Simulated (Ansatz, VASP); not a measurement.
## Two plane-wave programs on Ni

```xyz
2
Lattice="2.4952 0.0000 0.0000 -1.2476 2.1609 0.0000 0.0000 0.0000 4.0423" Properties=species:S:1:pos:R:3 pbc="T T T"
Ni    0.0000    1.4406    1.0106
Ni    1.2476    0.7203    3.0317
```

Alike in both runs: task relaxation of cell and atoms; functional PBE; k mesh 17 × 17 × 10; occupations fermi-dirac, width 0.005 eV; no spin polarisation.

```csv
,VASP,Ansatz
version,VASP 6.6.1,Ansatz 0.2.0
potentials or method,"VASP PAW PBE potentials, release 64 (Ni)","PAW with Ansatz's default frozen-core files, scalar-relativistic"
plane-wave cutoff (eV),600,420
valence electrons in the cell,20,36
```

VASP gave:

* gap on the k mesh at the Fermi level, each at its own relaxed structure (eV): none
* relaxed volume (Å³/atom): 10.85
* relaxed length of the cell vector where the two differ most in proportion (Å): 4.096

Task: What did Ansatz give for the same quantities?

Result: gap on the k mesh at the Fermi level, each at its own relaxed structure (eV): none; relaxed volume (Å³/atom): 10.85; relaxed length of the cell vector where the two differ most in proportion (Å): 4.099.

A gap of «none» marks a metal or a gap that the smearing closes. VASP's potentials hold 20 valence electrons a cell and Ansatz's 36, so a difference there can come from the potentials and not from the codes.
